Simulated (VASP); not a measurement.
Here is a VASP 6.6.1 calculation.

File INCAR:

```
PREC = Accurate
ENCUT = 520
EDIFF = 1E-6
ISMEAR = 0
SIGMA = 0.1
LREAL = F
LASPH = T
NELM = 80
ALGO = Normal
ISIF = 2
LWAVE = F
LCHARG = F
GGA = PE
NBANDS = 20
```

KPOINTS

```
Automatic mesh
0
Gamma
  12 12 12
```

POSCAR

```
Sr2Br
1.0
    6.4560213205      0.0000000000      0.0000000000
   -3.2280106603      5.5910784709      0.0000000000
    0.0000000000      0.0000000000      4.1507464113
Sr Br
2 1
Direct
    0.3333333333      0.6666666667      0.0000000000
    0.6666666667      0.3333333333      0.0000000000
    0.0000000000      0.0000000000      0.0000000000
```

Potentials or basis: VASP PAW PBE potentials, release 64 (Sr_sv, Br).

The run is started by

```bash
$ cat potpaw_PBE.64/Sr_sv/POTCAR potpaw_PBE.64/Br/POTCAR > POTCAR
$ mpirun -np 1 vasp_std > vasp.out
```

Problem. Predict the band gap on the k mesh.

Solution. Zero (an odd number of electrons rules out a gap without spin polarisation).

Problem. Estimate the pressure.

Solution. 0.0 GPa.

Caveat: an odd number of electrons without spin polarisation forces a metal; a magnetic or distorted state may lie lower.
